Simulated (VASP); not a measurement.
# TiCo2 in VASP: a series of runs

Runs on TiCo2. Level: PBEsol. Tasks: single point, relaxation of cell and atoms.

Everything below comes from runs of VASP 6.6.1. Logs are shortened: lines on timing, memory, paths and dates and some standing lists are left out, and cuts for length are marked.

## Step 1: The cell of the first run

The typed cell holds 6 atoms: a = 4.630 Å, b = 4.630 Å, c = 4.494 Å, α = 60.93°, β = 60.93°, γ = 60.61°.

## Step 2: Single point, PBEsol (uniaxial strain along c: -3.0 %, then relaxed in part)

INCAR reads:

```
  PREC = Accurate
  ENCUT = 520
  EDIFF = 1E-6
  ISMEAR = 0
  SIGMA = 0.1
  LREAL = F
  LASPH = T
  NELM = 100
  ALGO = Fast
  ISIF = 2
  LWAVE = F
  LCHARG = T
  GGA = PS
  LELF = T
  LVHAR = T
  NBANDS = 39
```

KPOINTS reads:

```
regular mesh
0
Gamma
  10 10 10
```

POSCAR reads:

```
TiCo2
1.0
   -0.0622060294      3.2416721482      3.3045706322
    3.2416721482     -0.0622060294      3.3045706322
    3.1780286449      3.1780286449      0.0013839699
Ti Co
2 4
Direct
    0.4988751927      0.4988751927      0.5011464252
    0.7511248073      0.7511248073      0.7488535748
    0.1250000000      0.1250000000      0.1250000000
    0.6250000000      0.1250000000      0.1250000000
    0.1250000000      0.1250000000      0.6250000000
    0.1250000000      0.6250000000      0.1250000000
```

Potentials or basis: VASP PAW PBE potentials, release 64 (Ti_sv, Co).

Launch:

```console
> cat potpaw_PBE.64/Ti_sv/POTCAR potpaw_PBE.64/Co/POTCAR > POTCAR
> mpirun -np 1 vasp_std > vasp.out
```

OUTCAR:

```text
PREC = Accurate
   ENCUT = 520
   EDIFF = 1E-6
   ISMEAR = 0
   LREAL = F
   LASPH = T
   NELM = 100
   ISIF = 2
   GGA = PS

 ion  position               nearest neighbor table
   1  0.499  0.499  0.501-   4 2.66   6 2.66   4 2.66   6 2.66   3 2.71   5 2.71   3 2.72   3 2.72
                             5 2.72   5 2.72   4 2.75   6 2.75   2 2.80   2 2.80   2 2.85   2 2.85
   2  0.751  0.751  0.749-   4 2.66   6 2.66   4 2.66   6 2.66   3 2.71   5 2.71   3 2.72   3 2.72
                             5 2.72   5 2.72   4 2.75   6 2.75   1 2.80   1 2.80   1 2.85   1 2.85
   3  0.125  0.125  0.125-   5 2.25   5 2.25   6 2.31   4 2.31   6 2.31   4 2.31   1 2.71   2 2.71
                             1 2.72   2 2.72   1 2.72   2 2.72
   4  0.625  0.125  0.125-   5 2.31   5 2.31   3 2.31   3 2.31   6 2.34   6 2.34   1 2.66   2 2.66
                             2 2.66   1 2.66   2 2.75   1 2.75
   5  0.125  0.125  0.625-   3 2.25   3 2.25   4 2.31   6 2.31   6 2.31   4 2.31   1 2.71   2 2.71
                             1 2.72   2 2.72   1 2.72   2 2.72
   6  0.125  0.625  0.125-   5 2.31   5 2.31   3 2.31   3 2.31   4 2.34   4 2.34   1 2.66   2 2.66
                             2 2.66   1 2.66   1 2.75   2 2.75

  LATTYP: Found a base centered monoclinic cell.
 ALAT       =     7.9890945319
 B/A-ratio  =     0.5848459182
 C/A-ratio  =     0.5625683119
 COS(beta)  =    -0.5620591641

  Lattice vectors:

 A1 = (  -3.2402346743,   0.0636435033,   3.3031866623)
 A2 = (   0.0636435033,  -3.2402346743,   3.3031866623)
 A3 = (   3.1780286449,   3.1780286449,   0.0013839699)

Analysis of symmetry for initial positions (statically):
=====================================================================
 Subroutine PRICEL returns:
 Original cell was already a primitive cell.

 Routine SETGRP: Setting up the symmetry group for a
 base centered monoclinic supercell.

 Subroutine GETGRP returns: Found  4 space group operations
 (whereof  2 operations were pure point group operations)
 out of a pool of  4 trial point group operations.

The static configuration has the point symmetry C_1h.
 The point group associated with its full space group is C_2h.

Analysis of symmetry for dynamics (positions and initial velocities):
=====================================================================
 Subroutine PRICEL returns:
 Original cell was already a primitive cell.

 Routine SETGRP: Setting up the symmetry group for a
 base centered monoclinic supercell.

 Subroutine GETGRP returns: Found  4 space group operations
 (whereof  2 operations were pure point group operations)
 out of a pool of  4 trial point group operations.

The dynamic configuration has the point symmetry C_1h.
 The point group associated with its full space group is C_2h.

 Subroutine INISYM returns: Found  4 space group operations
 (whereof  2 operations are pure point group operations),
[... 109 lines left out ...]
   NFREE  =      0    steps in history (QN), initial steepest desc. (CG)
   ISIF   =      2    stress and relaxation
   ISYM   =      2    0-nonsym 1-usesym 2-fastsym
   POTIM  = 0.5000    time-step for ionic-motion
   TEBEG  =    0.0;   TEEND  =   0.0 temperature during run
   PSTRESS=    0.0 pullay stress
   NELECT =      60.0000    total number of electrons
   NUPDOWN=      -1.0000    fix difference up-down
   EMIN   =  10.00;   EMAX   =-10.00  energy-range for DOS
   EFERMI =   0.00;   METHOD = LEGACY
   ISMEAR =     0;   SIGMA  =   0.10  broadening in eV -4-tet -1-fermi 0-gaus
   EFERMI_NEDOS =   21; number of points for ismear=-14 and -15
   IALGO  =     68    algorithm
   IMIX   =      4    mixing-type and parameters
     AMIX     =   0.40;   BMIX     =  1.00
     AMIX_MAG =   1.60;   BMIX_MAG =  1.00
  volume/ion in A,a.u.               =      11.56        78.03
  Fermi-wavevector in a.u.,A,eV,Ry     =   1.559720  2.947443 33.099250  2.432726
  Thomas-Fermi vector in A             =   2.663037
   LORBIT       =      0    0 simple, 1 ext, 2 COOP (PROOUT), +10 PAW based schemes
   GGA     = PS    functional components
   LHFCALC =     F    Hartree Fock is set to
   AEXX    =    0.0000 exact exchange contribution
   IVDW    =     0    specifies the selected vdW correction
   LEPSILON=     F    determine dielectric tensor
   LRPA    =     F    only Hartree local field effects (RPA)
 non-spin polarized calculation
 RMM-DIIS sequential band-by-band and
 Gauss-broadening in eV      SIGMA  =   0.10
  energy-cutoff  :      520.00
  volume of cell :       69.38
 maximum number of plane-waves:      1901
   NGX = 17   NGY = 17   NGZ = 17

 number of electron      60.0000003 magnetization

 Free energy of the ion-electron system (eV)
  ---------------------------------------------------
  ext. energy  EPLUGINS =         0.00000000
  ---------------------------------------------------
  free energy    TOTEN  =       -49.68164411 eV

  energy without entropy =      -49.64071175  energy(sigma->0) =      -49.66117793

 E-fermi :  10.8151     XC(G=0): -13.4021

 val. band max:       10.8123900313   @ k =  -0.1000   0.4000   0.3000
 cond. band min:      10.8152014311   @ k =  -0.4000   0.5000   0.1000
 fundamental gap:      0.0028113998
 Fermi energy:        10.8150567993

 k-point     1 :       0.0000    0.0000    0.0000
  band No.  band energies     occupation
      1     -46.0083      2.00000
      2     -45.8920      2.00000
      3     -22.4409      2.00000
      4     -22.4365      2.00000
      5     -22.4209      2.00000
      6     -22.2069      2.00000
[... 997 lines left out ...]
     38      13.1265      0.00000
     39      13.4452      0.00000

 [... further k-points ...]
[... 5 lines left out ...]
  --------------------------------------------------------------------------------------
  -------------------------------------------------------------------------------------
  Total        1.7551461      1.7551461      0.0980822      2.3914993     -0.0260352     -0.0260352
  in kB       40.5310627     40.5310627      2.2649829     55.2261763     -0.6012237     -0.6012239
  external PRESSURE =      27.7757028 kB  Pullay stress =       0.0000000 kB

 VOLUME and BASIS-vectors are now :
 -----------------------------------------------------------------------------
  energy-cutoff  :      520.00
  volume of cell :       69.38
      direct lattice vectors                 reciprocal lattice vectors
    -0.062206029  3.241672148  3.304570632    -0.151370251  0.151304347  0.151337292
     3.241672148 -0.062206029  3.304570632     0.151304347 -0.151370251  0.151337292
     3.178028645  3.178028645  0.001383970     0.157363204  0.157363204 -0.151405744

 POSITION                                       TOTAL-FORCE (eV/Angst)
 -----------------------------------------------------------------------------------
      3.17881      3.17881      3.29783        -0.000072     -0.000072     -0.001597
      4.76805      4.76805      4.96533         0.000072      0.000072      0.001597
      0.79469      0.79469      0.82632        -0.000000      0.000000     -0.000000
      0.76358      2.41552      2.47860         0.000000      0.000000      0.000000
      2.38370      2.38370      0.82701        -0.000000      0.000000     -0.000000
      2.41552      0.76358      2.47860         0.000000      0.000000      0.000000
 -----------------------------------------------------------------------------------
    total drift:                               -0.000000     -0.000000      0.000000

  FREE ENERGIE OF THE ION-ELECTRON SYSTEM (eV)
  ---------------------------------------------------
  free  energy   TOTEN  =       -49.6816441130 eV

  energy  without entropy=      -49.6407117508  energy(sigma->0) =      -49.66117793
```

Wall time 13 min (1 thread of Intel Xeon 6975P-C (Granite Rapids), shared host); peak memory 0.68 GiB.

Results:

```yaml
Free_energy: -49.6816 eV
Pressure: 2.8 GPa
Band_gap_on_the_k_mesh: zero (bands 30 and 31 overlap by 0.69 eV)
```

Stress tensor (GPa, compression positive):
```
 4.05  5.52 -0.06
 5.52  4.05 -0.06
-0.06 -0.06  0.23
```

Levels at points of the mesh, in eV from the Fermi level:
```tsv
k point	band 28	band 29	band 30	band 31	band 32	band 33
(0.00, 0.00, 0.00)	-0.64	-0.56	-0.54	-0.45	0.80	0.83
(0.50, 0.00, 0.00)	-0.41	-0.28	0.11	0.14	0.59	0.64
(0.50, 0.50, 0.00)	-0.63	-0.45	-0.39	-0.15	0.06	0.84
(0.00, 0.00, 0.50)	-0.44	-0.42	0.11	0.12	0.51	0.57
(0.50, 0.00, 0.50)	-0.62	-0.57	-0.56	-0.02	-0.02	0.94
(0.50, 0.50, 0.50)	-0.44	-0.42	0.11	0.12	0.51	0.57
```

Caveat: the cell differs from its parent crystal (uniaxial strain along c: -3.0 %, then relaxed in part); the PAW data sets were made with another functional, which shifts forces and pressure a little; the run has no spin polarisation, though such a crystal can be magnetic.

## Step 3: Single point, PBEsol, collinear spin

This run uses another cell than the first one, of 11.72 Å³/atom.

INCAR reads:

```
SYSTEM = TiCo2
PREC = Accurate
ENCUT = 550
EDIFF = 1E-6
ISMEAR = 0
SIGMA = 0.1
LREAL = .False.
LASPH = .True.
NELM = 300
ALGO = All
ISIF = 2
LWAVE = .False.
LCHARG = .True.
ISPIN = 2
MAGMOM = -0.03 -0.03 0.15 0.15 0.15 0.15
LORBIT = 11
LMAXMIX = 4
GGA = PS
LVHAR = .True.
NBANDS = 43
GGA_COMPAT = .False.
ISEARCH = 1
KPAR = 4
```

KPOINTS reads:

```
Automatic mesh
0
Gamma
  10 10 10
  0 0 0
```

POSCAR reads:

```
TiCo2
1.0
    0.0000000000      3.2763183460      3.2763183460
    3.2763183460      0.0000000000      3.2763183460
    3.2763183460      3.2763183460      0.0000000000
Ti Co
2 4
Direct
    0.5000000000      0.5000000000      0.5000000000
    0.7500000000      0.7500000000      0.7500000000
    0.1250000000      0.1250000000      0.1250000000
    0.6250000000      0.1250000000      0.1250000000
    0.1250000000      0.1250000000      0.6250000000
    0.1250000000      0.6250000000      0.1250000000
```

Potentials or basis: VASP PAW PBE potentials, release 64 (Ti_sv, Co).

Launch:

```console
> cat potpaw_PBE.64/Ti_sv/POTCAR potpaw_PBE.64/Co/POTCAR > POTCAR
> mpirun -np 4 vasp_std > vasp.out
```

It took 2.8 min on 4 MPI ranks of Intel Xeon Platinum 8488C (Sapphire Rapids), shared host; peak memory 0.65 GiB.

Results (log left out):

```yaml
Free_energy: -49.7443 eV
Pressure: -0.7 GPa
Band_gap_on_the_k_mesh: zero (filled and empty bands overlap)
Net_moment: 0.00 μB per cell
Valence_electrons_inside_the_program's_atomic_spheres: Ti 10.26; Co 8.53
```

Levels at points of the mesh, in eV from the Fermi level:
Spin up:
```csv
k point,band 26,band 27,band 28,band 29,band 30,band 31,band 32,band 33,band 34,band 35
"(0.00, 0.00, 0.00)",-0.75,-0.65,-0.65,-0.57,-0.57,-0.57,0.85,0.85,0.85,1.04
"(0.50, 0.00, 0.00)",-0.69,-0.63,-0.38,-0.38,0.13,0.13,0.57,0.57,0.85,0.93
"(0.50, 0.50, 0.00)",-1.82,-0.58,-0.58,-0.54,-0.54,-0.03,-0.03,0.92,0.92,1.64
```
Spin down:
| k point | band 26 | band 27 | band 28 | band 29 | band 30 | band 31 | band 32 | band 33 | band 34 | band 35 |
| --- | --- | --- | --- | --- | --- | --- | --- | --- | --- | --- |
| (0.00, 0.00, 0.00) | -0.75 | -0.64 | -0.64 | -0.57 | -0.57 | -0.57 | 0.85 | 0.85 | 0.85 | 1.04 |
| (0.50, 0.00, 0.00) | -0.69 | -0.63 | -0.38 | -0.38 | 0.13 | 0.13 | 0.57 | 0.57 | 0.85 | 0.93 |
| (0.50, 0.50, 0.00) | -1.82 | -0.58 | -0.58 | -0.53 | -0.53 | -0.03 | -0.03 | 0.92 | 0.92 | 1.64 |

Caveat: the PAW data sets were made with another functional, which shifts forces and pressure a little.

(Part 1 of 2 ends here.)
